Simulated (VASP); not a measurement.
Al:

```xyz
1
Lattice="0.0000 2.0248 2.0248 2.0248 0.0000 2.0248 2.0248 2.0248 0.0000" Properties=species:S:1:pos:R:3 pbc="T T T"
Al    0.0000    0.0000    0.0000
```

```yaml
Program: VASP 6.6.1
Task: relaxation of cell and atoms
Functional: r2SCAN
Potentials_or_basis: VASP PAW PBE potentials, release 64 (Al)
Cutoff: 600 eV
k_mesh: 16 × 16 × 16
Occupations: fermi-dirac, width 0.05 eV
Spin: no spin polarisation
```

At the start: pressure -3.8 GPa; volume 16.60 Å³/atom.

Q: Where does the relaxation end?

A: Over 3 steps the energy falls by 9.1 meV/atom and the volume is 15.87 Å³/atom (-4.4 %); space group Fm-3m (No. 225, to 0.05 Å).

The path:
```tsv
step	energy change (eV)	largest force (eV/Å)	pressure (GPa)	volume (Å³)
1	0.0000	0.0000	-3.79	16.60
2	-0.0084	0.0000	1.19	15.68
3	-0.0091	0.0000	0.04	15.87
```

Final structure:
```
Al
1.0
     0.00000    1.99443    1.99443
     1.99443    0.00000    1.99443
     1.99443    1.99443    0.00000
Al
1
Direct
  0.00000 0.00000 0.00000
```

Caveat: the PAW data sets were made with another functional, which shifts forces and pressure a little.
